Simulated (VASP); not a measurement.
# HgTe (F-43m) in VASP: further runs

Aim: see how the results for HgTe move with the level of theory and the settings. Levels: r2SCAN+D3(BJ), PBE, PBE-based global hybrid with 10 % exact exchange, PBE-based global hybrid with 35 % exact exchange. Tasks: relaxation of cell and atoms, single point.

Program: VASP 6.6.1. These are calculated values, not measurements. Logs are shortened: lines on timing, memory, paths and dates and some standing lists are left out, and cuts for length are marked.

**1. The cell of the first run**

Symmetry: F-43m, No. 216, cubic system. Conventional cell: a = 6.429 Å, b = 6.429 Å, c = 6.429 Å, α = 90.00°, β = 90.00°, γ = 90.00°. Hg (site symmetry -43m) has 4 Te at 2.78 Å within 3.7 Å. Within 3.7 Å of Te (site symmetry -43m) lie 4 Hg at 2.78 Å.

**2. Relaxation of cell and atoms, r2SCAN+D3(BJ)**

POSCAR reads:

```
HgTe
1.0
    0.0000000000      3.2145000000      3.2145000000
    3.2145000000      0.0000000000      3.2145000000
    3.2145000000      3.2145000000      0.0000000000
Hg Te
1 1
Direct
    0.0000000000      0.0000000000      0.0000000000
    0.7500000000      0.7500000000      0.7500000000
```

INCAR.step1 reads:

```
SYSTEM = HgTe
ALGO = Normal
EDIFF = 1E-4
ENCUT = 600
GGA = PE
ISMEAR = -1
LASPH = .True.
LCHARG = .False.
LREAL = .False.
LWAVE = .True.
NELM = 80
PREC = Accurate
SIGMA = 0.05
```

INCAR.step2 reads:

```
SYSTEM = HgTe
ALGO = Normal
EDIFF = 1E-6
EDIFFG = -0.01
ENCUT = 600
IBRION = 2
ISIF = 3
ISMEAR = -1
ISTART = 1
IVDW = 12
LASPH = .True.
LCHARG = .False.
LMIXTAU = .True.
LREAL = .False.
LWAVE = .False.
METAGGA = R2SCAN
NELM = 80
NSW = 60
PREC = Accurate
SIGMA = 0.05
VDW_A1 = 0.49484001
VDW_A2 = 5.73083694
VDW_S6 = 1.0
VDW_S8 = 0.78981345
```

KPOINTS reads:

```
k-points
0
Gamma
  7 7 7
  0 0 0
```

Potentials or basis: VASP PAW PBE potentials, release 64 (Hg, Te).

Command:

```sh
$ cat potpaw_PBE.64/Hg/POTCAR potpaw_PBE.64/Te/POTCAR > POTCAR
$ cp INCAR.step1 INCAR
$ mpirun -np 1 vasp_std > vasp.out
$ cp INCAR.step2 INCAR
$ mpirun -np 1 vasp_std > vasp.out
```

OUTCAR:

```text
SYSTEM = HgTe
   EDIFF = 1E-6
   EDIFFG = -0.01
   ENCUT = 600
   IBRION = 2
   ISIF = 3
   ISMEAR = -1
   ISTART = 1
   IVDW = 12
   LASPH = .True.
   LREAL = .False.
   METAGGA = R2SCAN
   NELM = 80
   NSW = 60
   PREC = Accurate
 IVDW          = 12

 ion  position               nearest neighbor table
   1  0.000  0.000  0.000-   2 2.78   2 2.78   2 2.78   2 2.78
   2  0.750  0.750  0.750-   1 2.78   1 2.78   1 2.78   1 2.78

  LATTYP: Found a face centered cubic cell.
 ALAT       =     6.4290000000

  Lattice vectors:

 A1 = (   0.0000000000,   3.2145000000,   3.2145000000)
 A2 = (   3.2145000000,   0.0000000000,   3.2145000000)
 A3 = (   3.2145000000,   3.2145000000,   0.0000000000)

Analysis of symmetry for initial positions (statically):
=====================================================================
 Subroutine PRICEL returns:
 Original cell was already a primitive cell.

 Routine SETGRP: Setting up the symmetry group for a
 face centered cubic supercell.

 Subroutine GETGRP returns: Found 24 space group operations
 (whereof 24 operations were pure point group operations)
 out of a pool of 48 trial point group operations.

The static configuration has the point symmetry T_d .

Analysis of symmetry for dynamics (positions and initial velocities):
=====================================================================
 Subroutine PRICEL returns:
 Original cell was already a primitive cell.

 Routine SETGRP: Setting up the symmetry group for a
 face centered cubic supercell.

 Subroutine GETGRP returns: Found 24 space group operations
 (whereof 24 operations were pure point group operations)
 out of a pool of 48 trial point group operations.

The dynamic configuration has the point symmetry T_d .

 Subroutine INISYM returns: Found 24 space group operations
 (whereof 24 operations are pure point group operations),
 and found     1 'primitive' translations

----------------------------------------------------------------------------------------

                                     Primitive cell

  volume of cell :      66.4309

  direct lattice vectors                    reciprocal lattice vectors
     0.000000000  3.214500000  3.214500000    -0.155545186  0.155545186  0.155545186
[... 45 lines left out ...]
  0.285714  0.000000  0.000000      8.000000
  0.428571  0.000000  0.000000      8.000000
  0.142857  0.142857  0.000000      6.000000
  0.285714  0.142857  0.000000     24.000000
[... 12 lines left out ...]
 -0.428571  0.428571  0.142857     24.000000
 -0.285714  0.428571  0.142857     24.000000
   k-points           NKPTS =     20   k-points in BZ     NKDIM =     20   number of bands    NBANDS=     13
   number of dos      NEDOS =    301   number of ions     NIONS =      2
   total plane-waves  NPLWV =  46656
   dimension x,y,z NGX =    36 NGY =   36 NGZ =   36
   dimension x,y,z NGXF=    72 NGYF=   72 NGZF=   72
   ions per type =               1   1
   NGX,Y,Z   is equivalent  to a cutoff of  13.17, 13.17, 13.17 a.u.
   NGXF,Y,Z  is equivalent  to a cutoff of  26.33, 26.33, 26.33 a.u.
 SYSTEM =  HgTe
   PREC   = accura    normal or accurate (medium, high low for compatibility)
   ISTART =      1    job   : 0-new  1-cont  2-samecut
   ICHARG =      0    charge: 1-file 2-atom 10-const
   ISPIN  =      1    spin polarized calculation?
   LNONCOLLINEAR =      F non collinear calculations
   LSORBIT =      F    spin-orbit coupling
   LASPH  =      T    aspherical Exc in radial PAW
   ENCUT  =  600.0 eV  44.10 Ry    6.64 a.u.   9.08  9.08  9.08*2*pi/ulx,y,z
   NELM   =     80;   NELMIN=  2; NELMDL=  0     # of ELM steps
   EDIFF  = 0.1E-05   stopping-criterion for ELM
   LREAL  =      F    real-space projection
   EDIFFG = -.1E-01   stopping-criterion for IOM
   NSW    =     60    number of steps for IOM
   IBRION =      2    ionic relax: 0-MD 1-quasi-New 2-CG
   NFREE  =      1    steps in history (QN), initial steepest desc. (CG)
   ISIF   =      3    stress and relaxation
   ISYM   =      2    0-nonsym 1-usesym 2-fastsym
   POTIM  = 0.5000    time-step for ionic-motion
   TEBEG  =    0.0;   TEEND  =   0.0 temperature during run
   PSTRESS=    0.0 pullay stress
   NELECT =      18.0000    total number of electrons
   NUPDOWN=      -1.0000    fix difference up-down
   EMIN   =  10.00;   EMAX   =-10.00  energy-range for DOS
   EFERMI =   0.00;   METHOD = LEGACY
   ISMEAR =    -1;   SIGMA  =   0.05  broadening in eV -4-tet -1-fermi 0-gaus
   EFERMI_NEDOS =   21; number of points for ismear=-14 and -15
   IALGO  =     38    algorithm
   IMIX   =      4    mixing-type and parameters
     AMIX     =   0.40;   BMIX     =  1.00
     AMIX_MAG =   1.60;   BMIX_MAG =  1.00
  volume/ion in A,a.u.               =      33.22       224.15
  Fermi-wavevector in a.u.,A,eV,Ry     =   1.059357  2.001894 15.268958  1.122237
  Thomas-Fermi vector in A             =   2.194699
   LORBIT       =      0    0 simple, 1 ext, 2 COOP (PROOUT), +10 PAW based schemes
   METAGGA = R2SCAN    functional components
   LHFCALC =     F    Hartree Fock is set to
   AEXX    =    0.0000 exact exchange contribution
   IVDW    =    12    specifies the selected vdW correction
   LEPSILON=     F    determine dielectric tensor
   LRPA    =     F    only Hartree local field effects (RPA)
 conjugate gradient relaxation of ions
 non-spin polarized calculation
  energy-cutoff  :      600.00
  volume of cell :       66.43
 maximum number of plane-waves:      2239
   NGX = 19   NGY = 19   NGZ = 19

--------------------------------------- Ionic step        1  -------------------------------------------

 number of electron      18.0000000 magnetization

 Free energy of the ion-electron system (eV)
  ---------------------------------------------------
  ext. energy  EPLUGINS =         0.00000000
  ---------------------------------------------------
  free energy    TOTEN  =       -75.11500858 eV

  energy without entropy =      -75.11433480  energy(sigma->0) =      -75.11467169

------------------------ aborting loop because EDIFF is reached ----------------------------------------

 Edisp (eV)   -0.35573

 E8    (eV) :    -0.1292
[... 71 lines left out ...]
--------------------------------------- Ionic step        3  -------------------------------------------

 number of electron      18.0000002 magnetization

 Free energy of the ion-electron system (eV)
  ---------------------------------------------------
  ext. energy  EPLUGINS =         0.00000000
  ---------------------------------------------------
  free energy    TOTEN  =       -75.15701524 eV

  energy without entropy =      -75.15628732  energy(sigma->0) =      -75.15665128

 E-fermi :   2.5572     XC(G=0):  -9.1549

 val. band max:        2.5143586331   @ k =   0.0000   0.0000   0.0000
 cond. band min:       3.4169506272   @ k =   0.1429   0.0000   0.0000
 fundamental gap:      0.9025919940
 Fermi energy:         2.5572465028

 k-point     1 :       0.0000    0.0000    0.0000
  band No.  band energies     occupation
      1      -9.6464      2.00000
      2      -4.9325      2.00000
      3      -4.9325      2.00000
      4      -4.9325      2.00000
      5      -4.4017      2.00000
      6      -4.4017      2.00000
      7       2.0127      1.99996
      8       2.5144      1.40439
      9       2.5144      1.40439
     10       2.5144      1.40438
     11       7.1437      0.00000
     12       7.1437      0.00000
     13       7.1437      0.00000
[... 335 lines left out ...]
  FREE ENERGIE OF THE ION-ELECTRON SYSTEM (eV)
  ---------------------------------------------------
  free  energy   TOTEN  =       -75.4952551634 eV

  energy  without entropy=      -75.4945272443  energy(sigma->0) =      -75.49489120

 reached required accuracy - stopping structural energy minimisation
```

Run time: 5.4 min. Hardware: 1 thread of Intel Xeon 8259CL, shared host; peak memory 0.26 GiB.

What came out:

```
Free energy                           : -75.4953 eV
Relaxed volume                        : 34.92 Å³/atom
Relaxed cell                          : a = 4.622 Å, b = 4.622 Å, c = 4.622 Å, α = 60.00°, β = 60.00°, γ = 60.00°
Space group after relaxing (to 0.1 Å) : F-43m (No. 216)
Energy gained by relaxing             : 12.3 meV/atom
Ionic steps                           : 3
Pressure after relaxing               : 0.0 GPa
Band gap on the k mesh                : zero (filled and empty bands touch)
Dispersion energy per atom            : -0.169 eV
```

The path:
| step | energy change (eV) | largest force (eV/Å) | pressure (GPa) | volume (Å³) |
| --- | --- | --- | --- | --- |
| 1 | 0.0000 | 0.0000 | 2.43 | 66.43 |
| 2 | -0.0202 | 0.0000 | -0.89 | 71.39 |
| 3 | -0.0245 | 0.0000 | 0.01 | 69.83 |

Final structure:
```cif
data_structure
_symmetry_space_group_name_H-M 'P 1'
_symmetry_Int_Tables_number 1
_cell_length_a 4.6223
_cell_length_b 4.6223
_cell_length_c 4.6223
_cell_angle_alpha 60.000
_cell_angle_beta 60.000
_cell_angle_gamma 60.000
_cell_volume 69.83
loop_
_atom_site_label
_atom_site_type_symbol
_atom_site_fract_x
_atom_site_fract_y
_atom_site_fract_z
_atom_site_occupancy
Hg1 Hg 0.00000 0.00000 0.00000 1
Te1 Te 0.75000 0.75000 0.75000 1
```

Caveat: semilocal functionals underestimate gaps, so a narrow gap can read as zero; the PAW data sets were made with another functional, which shifts forces and pressure a little; spin-orbit coupling is left out, which moves the levels of the heavy elements. Zero-point motion and thermal expansion aren't in these numbers.

**3. Single point, PBE**

INCAR reads:

```
SYSTEM = HgTe
PREC = Accurate
ENCUT = 520
EDIFF = 1E-6
ISMEAR = -1
SIGMA = 0.05
LREAL = .False.
LASPH = .True.
NELM = 100
ALGO = Normal
ISIF = 2
LWAVE = .False.
LCHARG = .False.
GGA = PE
NBANDS = 16
```

KPOINTS reads:

```
regular mesh
0
Gamma
  4 4 4
  0 0 0
```

POSCAR is that of step 2.

Potentials or basis: VASP PAW PBE potentials, release 64 (Hg, Te).

Command:

```sh
$ cat potpaw_PBE.64/Hg/POTCAR potpaw_PBE.64/Te/POTCAR > POTCAR
$ mpirun -np 1 vasp_std > vasp.out
```

It took 29 s on 1 thread of AMD EPYC, shared host; peak memory 0.16 GiB.

The run converged. Its results:

| Item | Value |
| --- | --- |
| Free energy | -3.4619 eV |
| Pressure | 5.1 GPa |
| Band gap on the k mesh | zero (filled and empty bands touch) |

Levels at points of the mesh, in eV from the Fermi level:
```tsv
k point	band 5	band 6	band 7	band 8	band 9	band 10	band 11	band 12	band 13	band 14
(0.00, 0.00, 0.00)	-6.96	-6.96	-0.73	-0.03	-0.03	-0.03	4.15	4.15	4.15	6.44
(0.50, 0.00, 0.00)	-6.94	-6.65	-5.65	-1.06	-1.06	0.66	4.96	4.96	6.82	7.91
(0.50, 0.50, 0.00)	-6.90	-6.49	-5.58	-2.38	-2.38	1.85	2.39	8.26	8.88	8.88
```

Caveat: the k points lie up to 0.42 Å⁻¹ apart; semilocal functionals underestimate gaps, so a narrow gap can read as zero; spin-orbit coupling is left out, which moves the levels of the heavy elements.

**4. Single point, PBE-based global hybrid with 10 % exact exchange**

POSCAR is that of step 3.

INCAR.step1 reads:

```
SYSTEM = HgTe
PREC = Accurate ; ENCUT = 520
EDIFF = 1E-5 ; ISMEAR = -1
SIGMA = 0.05 ; LREAL = .FALSE.
LASPH = .TRUE. ; NELM = 100
ALGO = Normal ; ISIF = 2
LWAVE = .TRUE. ; LCHARG = .FALSE.
NBANDS = 16 ; GGA = PE
```

INCAR.step2 reads:

```
SYSTEM = HgTe
PREC = Accurate ; ENCUT = 520
EDIFF = 1E-6 ; ISMEAR = -1
SIGMA = 0.05 ; LREAL = .FALSE.
LASPH = .TRUE. ; NELM = 100
ALGO = Normal ; ISIF = 2
LWAVE = .FALSE. ; LCHARG = .FALSE.
GGA = PE ; LHFCALC = .TRUE.
AEXX = 0.1 ; PRECFOCK = Normal
NBANDS = 16 ; ISTART = 1
```

KPOINTS reads:

```
Automatic mesh
0
G
  4 4 4
  0 0 0
```

Command:

```sh
$ cat potpaw_PBE.64/Hg/POTCAR potpaw_PBE.64/Te/POTCAR > POTCAR
$ cp INCAR.step1 INCAR
$ mpirun -np 1 vasp_std > vasp.out
$ cp INCAR.step2 INCAR
$ mpirun -np 1 vasp_std > vasp.out
```

Run time: 22 min. Hardware: 1 thread of AMD EPYC, shared host; peak memory 0.19 GiB.

It converged, with:

* Free energy: -4.1078 eV
* Pressure: 4.3 GPa
* Band gap on the k mesh: zero (filled and empty bands touch)

Levels at points of the mesh, in eV from the Fermi level:
| k point | band 6 | band 7 | band 8 | band 9 | band 10 | band 11 | band 12 | band 13 |
| --- | --- | --- | --- | --- | --- | --- | --- | --- |
| (0.00, 0.00, 0.00) | -7.50 | -0.54 | -0.03 | -0.03 | -0.03 | 4.65 | 4.65 | 4.65 |
| (0.50, 0.00, 0.00) | -7.15 | -5.93 | -1.18 | -1.18 | 1.11 | 5.48 | 5.48 | 7.35 |
| (0.50, 0.50, 0.00) | -6.99 | -5.86 | -2.56 | -2.56 | 2.32 | 2.82 | 8.88 | 9.57 |

Caveat: the k points lie up to 0.42 Å⁻¹ apart; the PAW data sets were made with another functional, which shifts forces and pressure a little; spin-orbit coupling is left out, which moves the levels of the heavy elements.

**5. Single point, PBE-based global hybrid with 35 % exact exchange**

POSCAR is that of step 4.

INCAR.step1 reads:

```
SYSTEM = HgTe
PREC = Accurate
ENCUT = 520
EDIFF = 1E-5
ISMEAR = -1
SIGMA = 0.05
LREAL = .False.
LASPH = .True.
NELM = 100
ALGO = Normal
ISIF = 2
LWAVE = .True.
LCHARG = .False.
NBANDS = 16
GGA = PE
```

INCAR.step2 reads:

```
SYSTEM = HgTe
PREC = Accurate
ENCUT = 520
EDIFF = 1E-7
ISMEAR = -1
SIGMA = 0.05
LREAL = .False.
LASPH = .True.
NELM = 100
ALGO = Normal
ISIF = 2
LWAVE = .False.
LCHARG = .False.
GGA = PE
LHFCALC = .True.
AEXX = 0.35
PRECFOCK = Normal
NBANDS = 16
ISTART = 1
```

KPOINTS reads:

```
regular mesh
0
Gamma
  4 4 4
  0 0 0
```

Command:

```sh
$ cat potpaw_PBE.64/Hg/POTCAR potpaw_PBE.64/Te/POTCAR > POTCAR
$ cp INCAR.step1 INCAR
$ mpirun -np 1 vasp_std > vasp.out
$ cp INCAR.step2 INCAR
$ mpirun -np 1 vasp_std > vasp.out
```

Wall time 33 min (1 thread of AMD EPYC, shared host); peak memory 0.19 GiB.

The run converged. Its results:

| Item | Value |
| --- | --- |
| Free energy | -5.9720 eV |
| Pressure | 2.3 GPa |
| Band gap on the k mesh | 1.27 eV |

Levels at points of the mesh, in eV from the valence-band top:
| k point | band 6 | band 7 | band 8 | band 9 | band 10 | band 11 | band 12 | band 13 |
| --- | --- | --- | --- | --- | --- | --- | --- | --- |
| (0.00, 0.00, 0.00) | -8.49 | 0.00 | 0.00 | 0.00 | 1.27 | 6.30 | 6.30 | 6.30 |
| (0.50, 0.00, 0.00) | -8.09 | -6.25 | -1.15 | -1.15 | 2.67 | 7.17 | 7.17 | 9.05 |
| (0.50, 0.50, 0.00) | -7.90 | -6.18 | -2.64 | -2.64 | 3.90 | 4.27 | 10.82 | 11.66 |

Caveat: the k points lie up to 0.42 Å⁻¹ apart; the PAW data sets were made with another functional, which shifts forces and pressure a little; spin-orbit coupling is left out, which moves the levels of the heavy elements.

**6. Summary**

| task | level | cell | k mesh | cutoff (eV) | grid for exact exchange (PRECFOCK) | share of exact exchange | gap on the mesh (eV) | pressure (GPa) |
| --- | --- | --- | --- | --- | --- | --- | --- | --- |
| relaxation of cell and atoms | r2SCAN+D3(BJ) | relaxed | 7 × 7 × 7 | 600 | - | - | none | 0.0 |
| single point | PBE | as given | 4 × 4 × 4 | 520 | - | - | none | 5.1 |
| single point | PBE-based global hybrid with 10 % exact exchange | as given | 4 × 4 × 4 | 520 | Normal | 0.1 | none | 4.3 |
| single point | PBE-based global hybrid with 35 % exact exchange | as given | 4 × 4 × 4 | 520 | Normal | 0.35 | 1.27 | 2.3 |

Alike in all rows: potentials or basis VASP PAW PBE potentials, release 64 (Hg, Te); no spin polarisation; smearing fermi-dirac 0.05 eV.

Caveats: some runs use coarse meshes; spin-orbit coupling is left out, which moves the levels of the heavy elements; the PAW data sets were made with another functional, which shifts forces and pressure a little (at least some runs); semilocal functionals underestimate gaps, so a narrow gap can read as zero (at least some runs).

Total energies depend on the potentials used, so only differences within one code and one set of settings carry meaning.
